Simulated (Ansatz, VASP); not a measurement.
Ba3SiS: VASP beside Ansatz

```
Ba Si S
1.0
     6.20037    0.00000    0.00000
     0.00000    6.20037    0.00000
     0.00000    0.00000    6.20037
Ba Si S
3 1 1
Direct
  0.50000 0.00000 0.50000
  0.00000 0.50000 0.50000
  0.50000 0.50000 0.00000
  0.50000 0.50000 0.50000
  0.00000 0.00000 0.00000
```

Change from the starting cell: species swapped into the Ba3PbO type (Pm-3m, No. 221).

Alike in both runs: functional PBE; k mesh 6 × 6 × 6; occupations gaussian, width 0.1 eV; no spin polarisation.

Ansatz relaxed the structure, and its values are those at the end. VASP's run is a single point on that final structure, the one shown.

|  | VASP | Ansatz |
| --- | --- | --- |
| version | VASP 6.6.1 | Ansatz 0.2.0 |
| potentials or method | VASP PAW PBE potentials, release 64 (Ba_sv, Si, S), cutoff 520 eV | scalar-relativistic, plane waves, PAW |
| valence electrons in the cell | 40 | 40 |

VASP gave:

- gap on the k mesh at the Fermi level (eV): none
- pressure (GPa): 0.2

**Question.** Estimate Ansatz's values.

**Answer.** gap on the k mesh at the Fermi level (eV): none; pressure (GPa): 0.0.

A gap of «none» marks a metal or a gap that the smearing closes.

Spin-orbit coupling is off throughout.
